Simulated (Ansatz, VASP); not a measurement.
Given: the input of a run of Ansatz 0.2.0 on Ta3AsAu2O13.

Contents of input.yaml:

```yaml
crystal:
  lattice:
    - [5.3451876719, 3.0860417374, 4.2239806278]
    - [-5.3451876719, 3.0860417374, 4.2239806278]
    - [0.0, -6.1720936709, 4.2239806278]
  atoms:
    - { symbol: Ta, position: [0.23108, 0.57229, 0.23108] }
    - { symbol: Ta, position: [0.23108, 0.23108, 0.57229] }
    - { symbol: Ta, position: [0.57229, 0.23108, 0.23108] }
    - { symbol: As, position: [0.55878, 0.55878, 0.55878] }
    - { symbol: Au, position: [0.96559, 0.96559, 0.96559] }
    - { symbol: Au, position: [0.75105, 0.75105, 0.75105] }
    - { symbol: O, position: [0.40884, 0.66762, 0.40884] }
    - { symbol: O, position: [0.40884, 0.40884, 0.66762] }
    - { symbol: O, position: [0.66762, 0.40884, 0.40884] }
    - { symbol: O, position: [0.49726, 0.01313, 0.36024] }
    - { symbol: O, position: [0.36024, 0.49726, 0.01313] }
    - { symbol: O, position: [0.01313, 0.36024, 0.49726] }
    - { symbol: O, position: [0.36024, 0.01313, 0.49726] }
    - { symbol: O, position: [0.01313, 0.49726, 0.36024] }
    - { symbol: O, position: [0.49726, 0.36024, 0.01313] }
    - { symbol: O, position: [0.10963, 0.74806, 0.10963] }
    - { symbol: O, position: [0.10963, 0.10963, 0.74806] }
    - { symbol: O, position: [0.74806, 0.10963, 0.10963] }
    - { symbol: O, position: [0.3084, 0.3084, 0.3084] }
kpoints:
  mp_grid: { grid: [3, 3, 3] }
scf:
  occupations: { method: fermi_dirac, width: 0.05 }
hamiltonian:
  xc: pbe
  pseudopotentials: { kind: all_electron, lapw: { basis_error: 0.003 } }
output:
  forces: true
  stress: true
  eigenvalues: true
```

Potentials or basis: all-electron LAPW, scalar-relativistic.

Run with:

```bash
$ ansatz run input.yaml --threads 8 --pin off --max-ram 30720MiB --backend cpu --events-out ev --progress --plain --runs-dir out
```

Task: Set up the same calculation for VASP 6.6.1. Potentials there: VASP PAW PBE potentials, release 64 (Ta_pv, As, Au, O).

Result: As run (the cutoff follows the program's own potentials):

The input INCAR:

```
SYSTEM = Ta3AsAu2O13
ALGO = Normal
EDIFF = 1E-6
ENCUT = 520
GGA = PE
ISIF = 2
ISMEAR = -1
LASPH = .True.
LCHARG = .True.
LELF = .True.
LREAL = Auto
LVHAR = .True.
LWAVE = .False.
NBANDS = 84
NELM = 100
PREC = Accurate
SIGMA = 0.05
```

File KPOINTS:

```
k-points
0
Gamma
  3 3 3
  0 0 0
```

File POSCAR:

```
Ta3AsAu2O13
1.0
    5.3451876719      3.0860417374      4.2239806278
   -5.3451876719      3.0860417374      4.2239806278
    0.0000000000     -6.1720936709      4.2239806278
Ta As Au O
3 1 2 13
Direct
    0.2310800000      0.5722900000      0.2310800000
    0.2310800000      0.2310800000      0.5722900000
    0.5722900000      0.2310800000      0.2310800000
    0.5587800000      0.5587800000      0.5587800000
    0.9655900000      0.9655900000      0.9655900000
    0.7510500000      0.7510500000      0.7510500000
    0.4088400000      0.6676200000      0.4088400000
    0.4088400000      0.4088400000      0.6676200000
    0.6676200000      0.4088400000      0.4088400000
    0.4972600000      0.0131300000      0.3602400000
    0.3602400000      0.4972600000      0.0131300000
    0.0131300000      0.3602400000      0.4972600000
    0.3602400000      0.0131300000      0.4972600000
    0.0131300000      0.4972600000      0.3602400000
    0.4972600000      0.3602400000      0.0131300000
    0.1096300000      0.7480600000      0.1096300000
    0.1096300000      0.1096300000      0.7480600000
    0.7480600000      0.1096300000      0.1096300000
    0.3084000000      0.3084000000      0.3084000000
```

Potentials or basis: VASP PAW PBE potentials, release 64 (Ta_pv, As, Au, O).

Run with:

```bash
$ cat potpaw_PBE.64/Ta_pv/POTCAR potpaw_PBE.64/As/POTCAR potpaw_PBE.64/Au/POTCAR potpaw_PBE.64/O/POTCAR > POTCAR
$ mpirun -np 1 vasp_std > vasp.out
```

Both were run:

|  | VASP | Ansatz | Ansatz less VASP |
| --- | --- | --- | --- |
| gap on the k mesh at the Fermi level (eV) | 0.92 | 0.95 | +0.021 |
| least direct gap on the mesh (eV) | 0.95 | 0.97 | +0.020 |
| pressure (GPa) | -4.9 | -5.3 | -0.42 |
| traceless stress, the component that is largest in VASP (GPa) | 1.19 | 1.41 | +0.219 |
| rms of the force components (eV/Å) | 0.341 | 0.400 | +0.0591 |

Atom by atom the forces differ by 0.082 eV/Å (rms over components). Ansatz ran all-electron here, and VASP with PAW potentials.

Spin-orbit coupling is off throughout.
